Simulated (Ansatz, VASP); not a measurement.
C in VASP and in Ansatz

```xyz
8
Lattice="2.4590 0.0000 0.0000 -1.2295 2.1295 0.0000 0.0000 0.0000 42.7208" Properties=species:S:1:pos:R:3 pbc="T T T"
C     0.0000    0.0000    7.5003
C     0.0000    1.4197    7.5000
C     0.0000    0.0000   11.1093
C     1.2295    0.7098   11.1095
C     0.0000    1.4197   31.6113
C     0.0000    0.0000   31.6115
C     0.0000    0.0000   35.2205
C     1.2295    0.7098   35.2208
```

Alike in both runs: functional PBEsol; k mesh 15 × 15 × 1; occupations gaussian, width 0.1 eV; no spin polarisation.

Ansatz relaxed the structure, and its values are those at the end. VASP's run is a single point on that final structure, the one shown.

|  | VASP | Ansatz |
| --- | --- | --- |
| version | VASP 6.6.1 | Ansatz 0.2.0 |
| potentials or method | VASP PAW PBE potentials, release 64 (C), cutoff 520 eV | scalar-relativistic, plane waves, PAW |
| valence electrons in the cell | 32 | 32 |

```tsv
	VASP	Ansatz	Ansatz less VASP
gap on the k mesh at the Fermi level (eV)	none	none	-
work function, face that differs most (eV)	4.32	4.32	+0.002
```

VASP's potentials were made for PBE, not for PBEsol. A gap of «none» marks a metal or a gap that the smearing closes.
